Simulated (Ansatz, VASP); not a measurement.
## Zn: VASP beside Ansatz

```
CELL_PARAMETERS angstrom
-1.53832 1.53832 1.53832
1.53832 -1.53832 1.53832
1.53832 1.53832 -1.53832
ATOMIC_POSITIONS crystal
Zn 0.00000 0.00000 0.00000
```

Alike in both runs: functional BLYP; dispersion D3(BJ); k mesh 12 × 12 × 12; occupations fermi-dirac, width 0.15 eV; no spin polarisation.

Ansatz relaxed the structure, and its values are those at the end. VASP's run is a single point on that final structure, the one shown.

|  | VASP | Ansatz |
| --- | --- | --- |
| version | VASP 6.6.1 | Ansatz 0.2.0 |
| potentials or method | VASP PAW PBE potentials, release 64 (Zn), cutoff 520 eV | plane waves, PAW |
| valence electrons in the cell | 12 | 12 |

Ansatz gave:

```
pressure (GPa) : 0.0
```

Question: Estimate VASP's values.

Answer: Pressure (GPa): 0.4.

VASP's potentials were made for PBE, not for BLYP. Ansatz's warnings: stress scf threshold loose.
